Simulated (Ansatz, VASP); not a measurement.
MgO: VASP beside Ansatz

Contents of POSCAR:

```
MgO
1.0
    0.0000000000      2.0970013927      2.0970013927
    2.0970013927      0.0000000000      2.0970013927
    2.0970013927      2.0970013927      0.0000000000
Mg O
1 1
Direct
    0.0000000000      0.0000000000      0.0000000000
    0.5000000000      0.5000000000      0.5000000000
```

The input INCAR.step1:

```
SYSTEM = MgO
PREC = Accurate
ENCUT = 600
EDIFF = 1E-5
ISMEAR = -1
SIGMA = 0.05
LREAL = .FALSE.
LASPH = .TRUE.
NELM = 80
ALGO = Normal
LWAVE = .TRUE.
LCHARG = .FALSE.
GGA = PE
NBANDS = 11
```

The input INCAR.step2:

```
SYSTEM = MgO
PREC = Accurate
ENCUT = 600
EDIFF = 1E-7
ISMEAR = -1
SIGMA = 0.05
LREAL = .FALSE.
LASPH = .TRUE.
NELM = 80
ALGO = Normal
ISIF = 3
LWAVE = .FALSE.
LCHARG = .FALSE.
GGA = PS
LHFCALC = .TRUE.
AEXX = 0.25
HFSCREEN = 0.207
PRECFOCK = Normal
IBRION = 2
NSW = 60
EDIFFG = -0.01
ISTART = 1
```

The input KPOINTS:

```
regular mesh
0
G
  6 6 6
  0 0 0
```

File input.yaml:

```yaml
crystal:
  lattice:
    - [0.0, 2.0970013927, 2.0970013927]
    - [2.0970013927, 0.0, 2.0970013927]
    - [2.0970013927, 2.0970013927, 0.0]
  atoms:
    - { symbol: Mg, position: [0.0, 0.0, 0.0] }
    - { symbol: O, position: [0.5, 0.5, 0.5] }
hamiltonian:
  xc:
    exchange: hjs_pbesol
    correlation: pbesol
    exx: { coeff: 0.25, omega: 0.207 }
  pseudopotentials: { kind: paw }
kpoints:
  mp_grid: { grid: [6, 6, 6] }
scf:
  occupations: { method: fermi_dirac, width: 0.05 }
output:
  forces: true
  stress: true
relax:
  f_tol: 0.01
  max_steps: 40
  cell: { stress_tol: 0.05 }
```

Alike in both runs: task relaxation of cell and atoms; functional PBEsol-based screened hybrid; k mesh 6 × 6 × 6; occupations fermi-dirac, width 0.05 eV; no spin polarisation.

|  | VASP | Ansatz |
| --- | --- | --- |
| version | VASP 6.6.1 | Ansatz 0.2.0 |
| potentials or method | VASP PAW PBE potentials, release 64 (Mg, O) | Ansatz PAW |
| plane-wave cutoff (eV) | 600 | 420 |
| valence electrons in the cell | 8 | 16 |

|  | VASP | Ansatz | Ansatz less VASP |
| --- | --- | --- | --- |
| gap on the k mesh at the Fermi level, each at its own relaxed structure (eV) | 6.69 | 6.69 | +0.004 |
| relaxed volume (Å³/atom) | 9.07 | 9.09 | +0.020 |
| relaxed cell length with the largest relative difference (Å) | 2.950 | 2.952 | +0.0022 |

VASP's potentials were made for PBE, not for PBEsol-based screened hybrid. VASP's potentials hold 8 valence electrons a cell and Ansatz's 16, so a difference there can come from the potentials and not from the codes.

The k mesh is coarse, so the values compare programs but aren't converged. Noted on Ansatz's run: the plane-wave basis is chosen anew once the cell has moved, so the energies of steps on either side of that aren't comparable.
